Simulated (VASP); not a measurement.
Crystal: TiO2.

```
CELL_PARAMETERS angstrom
4.59220 0.00000 0.00000
0.00000 4.59220 0.00000
0.00000 0.00000 2.95740
ATOMIC_POSITIONS crystal
Ti 0.00000 0.00000 0.00000
Ti 0.50000 0.50000 0.50000
O 0.30496 0.30496 0.00000
O 0.19504 0.80496 0.50000
O 0.69504 0.69504 0.00000
O 0.80496 0.19504 0.50000
```

```yaml
Program: VASP 6.6.1
Task: relaxation of cell and atoms
Functional: LDA
Potentials_or_basis: VASP PAW LDA potentials, release 64 (Ti_sv, O)
Cutoff: 600 eV
k_mesh: 6 × 6 × 10
Occupations: fermi-dirac, width 0.08 eV
Spin: no spin polarisation
```

At the start: pressure -7.1 GPa; volume 10.39 Å³/atom.

Question: Where does the relaxation end?

Answer: Over 10 steps the energy falls by 7.1 meV/atom and the volume is 10.09 Å³/atom (-2.9 %); space group P4_2/mnm (No. 136, to 0.05 Å).

Step by step:
| step | energy change (eV) | largest force (eV/Å) | pressure (GPa) | volume (Å³) |
| --- | --- | --- | --- | --- |
| 1 | 0.0000 | 0.0015 | -7.06 | 62.37 |
| 2 | 0.0417 | 0.3951 | 11.32 | 58.32 |
| 3 | -0.0402 | 0.1495 | -0.08 | 60.66 |
| 4 | -0.0402 | 0.1527 | 0.01 | 60.62 |
| 5 | -0.0424 | 0.0155 | 0.03 | 60.53 |
| 6 | -0.0424 | 0.0011 | 0.07 | 60.52 |
| 7 | -0.0424 | 0.0022 | 0.09 | 60.52 |
| 8 | -0.0424 | 0.0021 | -0.09 | 60.57 |
| 9 | -0.0424 | 0.0002 | -0.04 | 60.54 |
| 10 | -0.0424 | 0.0009 | 0.03 | 60.54 |

Final structure:
```xyz
6
Lattice="4.5519 0.0000 0.0000 0.0000 4.5519 0.0000 0.0000 0.0000 2.9217" Properties=species:S:1:pos:R:3 pbc="T T T"
Ti    0.0000    0.0000    0.0000
Ti    2.2760    2.2760    1.4609
O     1.3831    1.3831    0.0000
O     0.8929    3.6591    1.4609
O     3.1688    3.1688    0.0000
O     3.6591    0.8929    1.4609
```
